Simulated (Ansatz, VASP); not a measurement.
**Si2C3: VASP beside Ansatz**

```
Si C
1.0
     2.71927    0.00000    0.00000
    -1.35963    2.35496    0.00000
     0.00000    0.00000    6.86098
Si C
2 3
Direct
  0.33333 0.66667 0.17289
  0.66667 0.33333 0.82711
  0.33333 0.66667 0.46776
  0.66667 0.33333 0.53224
  0.00000 0.00000 0.00000
```

Change from the starting cell: species swapped into the Mg2Sb3 type (P-3m1, No. 164).

Alike in both runs: functional PBE; k mesh 18 × 18 × 6; occupations gaussian, width 0.1 eV; no spin polarisation.

Ansatz relaxed the structure, and its values are those at the end. VASP's run is a single point on that final structure, the one shown.

|  | VASP | Ansatz |
| --- | --- | --- |
| version | VASP 6.6.1 | Ansatz 0.2.0 |
| potentials or method | VASP PAW PBE potentials, release 64 (Si, C), cutoff 520 eV | scalar-relativistic, plane waves, PAW |
| valence electrons in the cell | 20 | 20 |

VASP gave:

* gap on the k mesh at the Fermi level (eV): none
* pressure (GPa): 0.1
* rms of the force components (eV/Å): 0.003

**Question.** Estimate Ansatz's values.

**Answer.** gap on the k mesh at the Fermi level (eV): none; pressure (GPa): 0.0; rms of the force components (eV/Å): 0.000.

A gap of «none» marks a metal or a gap that the smearing closes.
